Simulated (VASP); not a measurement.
Set up this calculation in VASP 6.6.1, as the native input.

| Item | Value |
| --- | --- |
| Task | single point |
| Functional | LDA |
| Potentials or basis | VASP PAW LDA potentials, release 64 (Be) |
| Cutoff | 520 eV |
| k mesh | 16 × 16 × 9 |
| Occupations | gaussian, width 0.1 eV |
| Spin | no spin polarisation |
| Dipole correction | no |
| Further INCAR settings | ALGO = Normal; EDIFF = 1e-06; NBANDS = 9 |

The structure of Be lies in POSCAR:

```
Be
1.0
    2.2295160349      0.0000000000      0.0000000000
   -1.1147580175      1.9308175243      0.0000000000
    0.0000000000      0.0000000000      3.5083258361
Be
2
Direct
    0.3333333333      0.6666666667      0.2500000000
    0.6666666667      0.3333333333      0.7500000000
```

One way to write it, as run:

INCAR

```
SYSTEM = Be
PREC = Accurate ; ENCUT = 520
EDIFF = 1E-6 ; ISMEAR = 0
SIGMA = 0.1 ; LREAL = .False.
LASPH = .True. ; NELM = 60
ALGO = Normal ; ISIF = 2
LWAVE = .False. ; LCHARG = .True.
GGA = CA ; LELF = .True.
LVHAR = .True. ; NBANDS = 9
```

KPOINTS

```
Automatic mesh
0
Gamma
  16 16 9
  0 0 0
```

Potentials or basis: VASP PAW LDA potentials, release 64 (Be).

The run is started by

```console
$ cat potpaw_LDA.64/Be/POTCAR > POTCAR
$ mpirun -np 1 vasp_std > vasp.out
```

It gave:

| Item | Value |
| --- | --- |
| Pressure | 0.4 GPa |
| Band gap on the k mesh | zero (band 2 reaches 8.05 eV, above the bottom of band 3 at 6.47 eV) |

Wall time 6.2 s on 1 thread of Intel(R) Xeon(R) 6975P-C (Granite Rapids), with other jobs on the host, peak memory 0.12 GiB.
